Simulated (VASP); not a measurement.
# AlN (F-43m) in VASP: settings compared

The runs below take AlN through vibrations by perturbation theory, dielectric tensor, with PBEsol, PBE, r2SCAN.

All numbers are computed with VASP 6.6.1; they aren't measurements. Logs are shortened: lines on timing, memory, paths and dates and some standing lists are left out, and cuts for length are marked.

## 1. The cell of the first run

Symmetry: F-43m, No. 216, cubic system. Conventional cell: a = 4.378 Å, b = 4.378 Å, c = 4.378 Å, α = 90.00°, β = 90.00°, γ = 90.00°. Al (site symmetry -43m) has 4 N at 1.90 Å within 2.5 Å. N (site symmetry -43m) has 4 Al at 1.90 Å within 2.5 Å.

## 2. Vibrations by perturbation theory, PBEsol

The input, INCAR:

```
SYSTEM = AlN
PREC = Accurate ; ENCUT = 520
EDIFF = 1E-8 ; ISMEAR = 0
SIGMA = 0.01 ; LREAL = .FALSE.
LASPH = .TRUE. ; NELM = 60
ALGO = Normal ; ISIF = 2
LWAVE = .FALSE. ; LCHARG = .FALSE.
GGA = PS ; IBRION = 8
NSW = 1 ; LEPSILON = .TRUE.
```

The input, KPOINTS:

```
Automatic mesh
0
G
  8 8 8
  0 0 0
```

The input, POSCAR:

```
AlN
1.0
    0.0000000000      2.1888460644      2.1888460644
    2.1888460644      0.0000000000      2.1888460644
    2.1888460644      2.1888460644      0.0000000000
Al N
1 1
Direct
    0.0000000000      0.0000000000      0.0000000000
    0.2500000000      0.2500000000      0.2500000000
```

Potentials or basis: VASP PAW PBE potentials, release 64 (Al, N).

Launch:

```console
$ cat potpaw_PBE.64/Al/POTCAR potpaw_PBE.64/N/POTCAR > POTCAR
$ mpirun -np 1 vasp_std > vasp.out
```

OUTCAR:

```text
SYSTEM = AlN
   PREC = Accurate
   ENCUT = 520
   EDIFF = 1E-8
   ISMEAR = 0
   LREAL = .FALSE.
   LASPH = .TRUE.
   NELM = 60
   ISIF = 2
   GGA = PS
   IBRION = 8
   NSW = 1
   LEPSILON = .TRUE.

 ion  position               nearest neighbor table
   1  0.000  0.000  0.000-   2 1.90   2 1.90   2 1.90   2 1.90
   2  0.250  0.250  0.250-   1 1.90   1 1.90   1 1.90   1 1.90

  LATTYP: Found a face centered cubic cell.
 ALAT       =     4.3776921288

  Lattice vectors:

 A1 = (   0.0000000000,   2.1888460644,   2.1888460644)
 A2 = (   2.1888460644,   0.0000000000,   2.1888460644)
 A3 = (   2.1888460644,   2.1888460644,   0.0000000000)

Analysis of symmetry for initial positions (statically):
=====================================================================
 Subroutine PRICEL returns:
 Original cell was already a primitive cell.

 Routine SETGRP: Setting up the symmetry group for a
 face centered cubic supercell.

 Subroutine GETGRP returns: Found 24 space group operations
 (whereof 24 operations were pure point group operations)
 out of a pool of 48 trial point group operations.

The static configuration has the point symmetry T_d .

Analysis of symmetry for dynamics (positions and initial velocities):
=====================================================================
 Subroutine PRICEL returns:
 Original cell was already a primitive cell.

 Routine SETGRP: Setting up the symmetry group for a
 face centered cubic supercell.

 Subroutine GETGRP returns: Found 24 space group operations
 (whereof 24 operations were pure point group operations)
 out of a pool of 48 trial point group operations.

The dynamic configuration has the point symmetry T_d .

 Subroutine INISYM returns: Found 24 space group operations
 (whereof 24 operations are pure point group operations),
 and found     1 'primitive' translations

----------------------------------------------------------------------------------------

                                     Primitive cell

  volume of cell :      20.9737

  direct lattice vectors                    reciprocal lattice vectors
     0.000000000  2.188846064  2.188846064    -0.228430865  0.228430865  0.228430865
     2.188846064  0.000000000  2.188846064     0.228430865 -0.228430865  0.228430865
     2.188846064  2.188846064  0.000000000     0.228430865  0.228430865 -0.228430865

  length of vectors
     3.095495790  3.095495790  3.095495790     0.395653864  0.395653864  0.395653864

  position of ions in fractional coordinates (direct lattice)
     0.000000000  0.000000000  0.000000000
     0.250000000  0.250000000  0.250000000

  ion indices of the primitive-cell ions
   primitive index   ion index
                 1           1
                 2           2

----------------------------------------------------------------------------------------

 KPOINTS: Automatic mesh

Automatic generation of k-mesh.
 Grid dimensions read from file:
 generate k-points for:    8    8    8

 Generating k-lattice:

[... 412 lines left out ...]

 Free energy of the ion-electron system (eV)
  ---------------------------------------------------
  ---------------------------------------------------
  free energy    TOTEN  =        -0.22993064 eV

  energy without entropy =       -0.22993064

------------------------ aborting loop because EDIFF is reached ----------------------------------------

--------------------------------------- Ionic step        2  -------------------------------------------

------------------------ aborting loop because EDIFF is reached ----------------------------------------

--------------------------------------- Ionic step        3  -------------------------------------------

------------------------ aborting loop because EDIFF is reached ----------------------------------------

 PIEZOELECTRIC TENSOR FIELD DIRECTION 3  (e Angst)
 -----------------------------------------------------------------------------
    -0.00041 -0.80525  0.00000           ( -0.00000 -0.00337  0.00000)
    -0.80525 -0.00041  0.00000           ( -0.00337 -0.00000  0.00000)
     0.00000  0.00000  0.00042           (  0.00000  0.00000 -0.00000)

 PIEZOELECTRIC TENSOR FIELD DIRECTION 3  (C/m^2)
 -----------------------------------------------------------------------------
    -0.00031 -0.61513  0.00000
    -0.61513 -0.00031  0.00000
     0.00000  0.00000  0.00032

--------------------------------------- Ionic step        4  -------------------------------------------

------------------------ aborting loop because EDIFF is reached ----------------------------------------

[... ionic steps 5 to 6 ...]

--------------------------------------- Ionic step        7  -------------------------------------------

 Free energy of the ion-electron system (eV)
  ---------------------------------------------------
  ---------------------------------------------------
  free energy    TOTEN  =        -0.23708123 eV

  energy without entropy =       -0.23708123

------------------------ aborting loop because EDIFF is reached ----------------------------------------

 INTERNAL STRAIN TENSOR  FOR ION    2  DIRECTION 1   (eV/Angst):
 -----------------------------------------------------------------------------
    -0.00965  0.00000  0.00000
     0.00000  0.00525 -8.99547
     0.00000 -8.99547  0.00525

 MACROSCOPIC STATIC DIELECTRIC TENSOR (including local field effects in DFT)
 ------------------------------------------------------
           4.657414    -0.000000     0.000000
           0.000000     4.657414     0.000000
          -0.000000     0.000000     4.657414
 ------------------------------------------------------

 PIEZOELECTRIC TENSOR (including local field effects)  for field in x, y, z        (e  Angst)
          XX          YY          ZZ          XY          YZ          ZX
  --------------------------------------------------------------------------------
  x    -0.00000     0.00000    -0.00000     0.00000    -0.80493     0.00000
  y     0.00000     0.00000    -0.00000     0.00000     0.00000    -0.80493
  z     0.00000    -0.00000     0.00000    -0.80493     0.00000     0.00000

 PIEZOELECTRIC TENSOR (including local field effects)  for field in x, y, z        (C/m^2)
          XX          YY          ZZ          XY          YZ          ZX
  --------------------------------------------------------------------------------
  x    -0.00000     0.00000    -0.00000     0.00000    -0.61488     0.00000
  y     0.00000     0.00000    -0.00000     0.00000     0.00000    -0.61488
  z     0.00000    -0.00000     0.00000    -0.61488     0.00000     0.00000

 BORN EFFECTIVE CHARGES (including local field effects) (in |e|, cummulative output)
 ---------------------------------------------------------------------------------
 ion    1
    1     2.53456     0.00000    -0.00000
    2    -0.00000     2.53456    -0.00000
    3    -0.00000     0.00000     2.53456
 ion    2
    1    -2.53456     0.00000     0.00000
    2     0.00000    -2.53456     0.00000
    3     0.00000     0.00000    -2.53456

 INTERNAL STRAIN TENSOR FOR ION    2 for displacements in x,y,z  (eV/Angst):
          X           Y           Z          XY          YZ          ZX
  --------------------------------------------------------------------------------
  x    -0.00000     0.00000     0.00000     0.00000    -8.99547     0.00000
  y    -0.00000     0.00000    -0.00000     0.00000     0.00000    -8.99547
  z     0.00000     0.00000    -0.00000    -8.99547     0.00000     0.00000

 SECOND DERIVATIVES (NOT SYMMETRIZED)
 ------------------------------------
               1X          1Y          1Z          2X          2Y          2Z
  1X   -14.393085    0.000000    0.000000   14.393085    0.000000    0.000000
  1Y     0.000000  -14.393085    0.000000    0.000000   14.393085    0.000000
  1Z     0.000000    0.000000  -14.393085    0.000000    0.000000   14.393085
  2X    14.391737    0.000000    0.000000  -14.391737    0.000000    0.000000
  2Y     0.000000   14.391737    0.000000    0.000000  -14.391737    0.000000
  2Z     0.000000    0.000000   14.391737    0.000000    0.000000  -14.391737

 Eigenvectors and eigenvalues of the dynamical matrix
 ----------------------------------------------------

   1 f  =   19.534500 THz   122.738886 2PiTHz  651.600793 cm-1    80.788166 meV
             X         Y         Z           dx          dy          dz
      0.000000  0.000000  0.000000     0.000000    0.584516    0.000000
      1.094423  1.094423  1.094423     0.000000   -0.811382    0.000000
[... 21 lines left out ...]
   6 f/i=    0.000434 THz     0.002725 2PiTHz    0.014465 cm-1     0.001793 meV
             X         Y         Z           dx          dy          dz
      0.000000  0.000000  0.000000     0.000000    0.000000    0.811382
      1.094423  1.094423  1.094423     0.000000    0.000000    0.584516

--------------------------------------------------------------------------------------------------------

 MACROSCOPIC STATIC DIELECTRIC TENSOR IONIC CONTRIBUTION
 ------------------------------------------------------
           3.850900    -0.000000    -0.000000
          -0.000000     3.850900    -0.000000
          -0.000000    -0.000000     3.850900
 ------------------------------------------------------

 ELASTIC MODULI CONTR FROM IONIC RELAXATION (kBar)
 Direction    XX          YY          ZZ          XY          YZ          ZX
 --------------------------------------------------------------------------------
 XX          -0.0000      0.0000      0.0000      0.0000     -0.0000     -0.0000
 YY           0.0000     -0.0000      0.0000      0.0000      0.0000      0.0000
 ZZ           0.0000      0.0000     -0.0000     -0.0000      0.0000     -0.0000
 XY           0.0000      0.0000     -0.0000   -402.6362      0.0000      0.0000
 YZ          -0.0000      0.0000      0.0000      0.0000   -402.6362      0.0000
 ZX          -0.0000      0.0000     -0.0000      0.0000      0.0000   -402.6362
 --------------------------------------------------------------------------------

 PIEZOELECTRIC TENSOR IONIC CONTR  for field in x, y, z        (C/m^2)
          XX          YY          ZZ          XY          YZ          ZX
  --------------------------------------------------------------------------------
  x     0.00000    -0.00000    -0.00000    -0.00000     1.17168     0.00000
  y     0.00000    -0.00000     0.00000    -0.00000    -0.00000     1.17168
  z    -0.00000    -0.00000     0.00000     1.17168    -0.00000     0.00000
```

It took 54 s on 1 thread of Intel Xeon Platinum 8488C (Sapphire Rapids), shared host; peak memory 0.17 GiB.

What came out:

```yaml
Electronic_dielectric_tensor_diagonal: 4.66
Born_charges_mean_of_the_diagonal: Al +2.53; N -2.53 e
Highest_phonon_frequency_at_Γ_LO-TO_splitting_left_out: 652 cm⁻¹
```

Phonon frequencies in cm⁻¹ (negative: imaginary):
| q point | frequencies |
| --- | --- |
| (0.000, 0.000, 0.000) | 0 0 0 652 652 652 |

Electronic dielectric tensor:
```
4.66 0.00 0.00
0.00 4.66 0.00
0.00 0.00 4.66
```

Born effective charge tensors (e):
atom 1, Al
```
2.53 0.00 0.00
0.00 2.53 0.00
0.00 0.00 2.53
```
atom 2, N
```
-2.53  0.00  0.00
 0.00 -2.53  0.00
 0.00  0.00 -2.53
```

(Part 1 of 3 ends here.)
